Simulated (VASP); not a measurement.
# KNd2Sb3 (P-6m2) in VASP: further runs, part 3 of 3

VASP 6.6.1. Earlier steps stand in the parts before.

## 6. Single point, PBE

The input, INCAR:

```
ALGO = Normal
EDIFF = 1E-6
ENCUT = 500
GGA = PE
GGA_COMPAT = False
ISIF = 2
ISMEAR = 0
LASPH = True
LCHARG = False
LMAXMIX = 6
LREAL = False
LWAVE = False
NBANDS = 32
NELM = 200
PREC = Accurate
SIGMA = 0.02
```

The input, KPOINTS:

```
k-points
0
Gamma
  6 6 4
```

The input, POSCAR:

```
KNd2Sb3
1.0
    4.8593910525      0.0000000000      0.0000000000
   -2.4296955262      4.2083560984      0.0000000000
    0.0000000000      0.0000000000     11.0743461712
K Nd Sb
1 2 3
Direct
    0.6666666667      0.3333333333      0.0000000000
    0.3333333333      0.6666666667      0.3321520707
    0.3333333333      0.6666666667      0.6678479293
    0.0000000000      0.0000000000      0.5000000000
    0.0000000000      0.0000000000      0.7904478014
    0.0000000000      0.0000000000      0.2095521986
```

Potentials or basis: VASP PAW PBE potentials, release 64 (K_sv, Nd_3, Sb), 4f in core.

Run with:

```sh
$ cat potpaw_PBE.64/K_sv/POTCAR potpaw_PBE.64/Nd_3/POTCAR potpaw_PBE.64/Sb/POTCAR > POTCAR
$ mpirun -np 1 vasp_std > vasp.out
```

OUTCAR:

```text
EDIFF = 1E-6
   ENCUT = 500
   GGA = PE
   ISIF = 2
   ISMEAR = 0
   LASPH = True
   LREAL = False
   NELM = 200
   PREC = Accurate

 ion  position               nearest neighbor table
   1  0.667  0.333  0.000-   5 3.64   6 3.64   5 3.64   6 3.64   5 3.64   6 3.64
   2  0.333  0.667  0.332-   6 3.12   6 3.12   6 3.12   4 3.37   4 3.37   4 3.37   3 3.72
   3  0.333  0.667  0.668-   5 3.12   5 3.12   5 3.12   4 3.37   4 3.37   4 3.37   2 3.72
   4  0.000  0.000  0.500-   5 3.22   6 3.22   2 3.37   3 3.37   2 3.37   3 3.37   2 3.37   3 3.37

   5  0.000  0.000  0.790-   3 3.12   3 3.12   3 3.12   4 3.22   1 3.64   1 3.64   1 3.64
   6  0.000  0.000  0.210-   2 3.12   2 3.12   2 3.12   4 3.22   1 3.64   1 3.64   1 3.64

  LATTYP: Found a hexagonal cell.
 ALAT       =     4.8593910525
 C/A-ratio  =     2.2789576002

  Lattice vectors:

 A1 = (   4.8593910525,   0.0000000000,   0.0000000000)
 A2 = (  -2.4296955262,   4.2083560984,   0.0000000000)
 A3 = (   0.0000000000,   0.0000000000,  11.0743461712)

Analysis of symmetry for initial positions (statically):
=====================================================================
 Subroutine PRICEL returns:
 Original cell was already a primitive cell.

 Routine SETGRP: Setting up the symmetry group for a
 hexagonal supercell.

 Subroutine GETGRP returns: Found 12 space group operations
 (whereof 12 operations were pure point group operations)
 out of a pool of 24 trial point group operations.

The static configuration has the point symmetry D_3h.

Analysis of symmetry for dynamics (positions and initial velocities):
=====================================================================
 Subroutine PRICEL returns:
 Original cell was already a primitive cell.

 Routine SETGRP: Setting up the symmetry group for a
 hexagonal supercell.

 Subroutine GETGRP returns: Found 12 space group operations
[... 128 lines left out ...]
  volume/ion in A,a.u.               =      37.75       254.72
  Fermi-wavevector in a.u.,A,eV,Ry     =   0.962328  1.818537 12.600028  0.926076
  Thomas-Fermi vector in A             =   2.091778
   LORBIT       =      0    0 simple, 1 ext, 2 COOP (PROOUT), +10 PAW based schemes
   GGA     = PE    functional components
   LHFCALC =     F    Hartree Fock is set to
   AEXX    =    0.0000 exact exchange contribution
   IVDW    =     0    specifies the selected vdW correction
   LEPSILON=     F    determine dielectric tensor
   LRPA    =     F    only Hartree local field effects (RPA)
 non-spin polarized calculation
 Gauss-broadening in eV      SIGMA  =   0.02
  energy-cutoff  :      500.00
  volume of cell :      226.47
 maximum number of plane-waves:      5817
 NGX is ok and might be reduce to    36
   NGX = 17   NGY = 17   NGZ = 41

 number of electron      45.9999999 magnetization

 Free energy of the ion-electron system (eV)
  ---------------------------------------------------
  ext. energy  EPLUGINS =         0.00000000
  ---------------------------------------------------
  free energy    TOTEN  =       -27.57885027 eV

  energy without entropy =      -27.57885027  energy(sigma->0) =      -27.57885027

 E-fermi :   3.1836     XC(G=0):  -8.4450

 val. band max:        3.0496432473   @ k =   0.3333   0.3333   0.5000
 cond. band min:       3.8407233399   @ k =   0.5000  -0.0000   0.0000
 fundamental gap:      0.7910800926
 Fermi energy:         3.1836388067

 k-point     1 :       0.0000    0.0000    0.0000
  band No.  band energies     occupation
      1     -34.9033      2.00000
      2     -34.8858      2.00000
      3     -27.2362      2.00000
      4     -16.1651      2.00000
      5     -16.0303      2.00000
      6     -16.0303      2.00000
[... 724 lines left out ...]
     31       6.9081      0.00000
     32       7.0300      0.00000

------------------------ aborting loop because EDIFF is reached ----------------------------------------

  FORCE on cell =-STRESS in cart. coord.  units (eV):
  Direction    XX          YY          ZZ          XY          YZ          ZX
  --------------------------------------------------------------------------------------
  -------------------------------------------------------------------------------------
  Total        0.2544903      0.2544903      0.1574270      0.0000000     -0.0000000      0.0000000
  in kB        1.8004018      1.8004018      1.1137233      0.0000000     -0.0000000      0.0000000
  external PRESSURE =       1.5715090 kB  Pullay stress =       0.0000000 kB

 VOLUME and BASIS-vectors are now :
 -----------------------------------------------------------------------------
  energy-cutoff  :      500.00
  volume of cell :      226.47
      direct lattice vectors                 reciprocal lattice vectors
     4.859391053  0.000000000  0.000000000     0.205787102  0.118811238  0.000000000
    -2.429695526  4.208356098  0.000000000     0.000000000  0.237622477  0.000000000
     0.000000000  0.000000000 11.074346171     0.000000000  0.000000000  0.090298785

 POSITION                                       TOTAL-FORCE (eV/Angst)
 -----------------------------------------------------------------------------------
      2.42970      1.40279      0.00000         0.000000     -0.000000      0.000000
     -0.00000      2.80557      3.67837        -0.000000     -0.000000      0.000629
     -0.00000      2.80557      7.39598        -0.000000      0.000000     -0.000629
      0.00000      0.00000      5.53717         0.000000     -0.000000      0.000000
      0.00000      0.00000      8.75369         0.000000     -0.000000      0.024591
      0.00000      0.00000      2.32065         0.000000     -0.000000     -0.024591
 -----------------------------------------------------------------------------------
    total drift:                                0.000000     -0.000000      0.000000

  FREE ENERGIE OF THE ION-ELECTRON SYSTEM (eV)
  ---------------------------------------------------
  free  energy   TOTEN  =       -27.5788502740 eV

  energy  without entropy=      -27.5788502740  energy(sigma->0) =      -27.57885027
```

Wall time 2.6 min (1 thread of Intel Xeon Platinum 8375C at 2.90GHz (Ice Lake), shared host); peak memory 0.41 GiB.

What came out:

```
Free energy            : -27.5789 eV
Pressure               : 0.2 GPa
Largest force          : 0.025 eV/Å
Band gap on the k mesh : 0.79 eV (least direct gap 1.10 eV)
```

Forces in eV/Å, atoms in the order of the input:
```
K    0.000  0.000  0.000
Nd   0.000  0.000  0.001
Nd   0.000  0.000 -0.001
Sb   0.000  0.000  0.000
Sb   0.000  0.000  0.025
Sb   0.000  0.000 -0.025
```

Caveat: spin-orbit coupling is left out, which moves the levels of the heavy elements; the 4f electrons are frozen in the core, so they carry no moment and show no levels. A k mesh can miss the band edges.

## 7. The runs side by side

```tsv
task	cell	gap on the mesh (eV)	pressure (GPa)	largest force (eV/Å)
single point	a = 4.859, b = 4.859, c = 11.074 Å, angles 90.0, 90.0, 120.0°, 6 atoms, atomic positions A	0.79	0.2	0.02
single point	a = 4.894, b = 4.894, c = 11.247 Å, angles 90.0, 90.0, 120.0°, 6 atoms, atomic positions B	0.85	-0.6	0.02
relaxation of shape and atoms at fixed volume	relaxed from a = 4.739, b = 4.739, c = 10.595 Å, angles 90.0, 90.0, 120.0°, 6 atoms, atomic positions C	0.47	3.2	-
relaxation of shape and atoms at fixed volume	relaxed from a = 4.776, b = 4.776, c = 10.778 Å, angles 90.0, 90.0, 120.0°, 6 atoms, atomic positions D	0.59	2.0	-
```

Alike in all rows: level PBE; potentials or basis VASP PAW PBE potentials, release 64 (K_sv, Nd_3, Sb), 4f in core; no spin polarisation; k mesh 6 × 6 × 4; cutoff (eV) 500; smearing gaussian 0.02 eV.

Caveats: spin-orbit coupling is left out, which moves the levels of the heavy elements; the 4f electrons are frozen in the core, so they carry no moment and show no levels.

Total energies depend on the potentials used, so only differences within one code and one set of settings carry meaning.
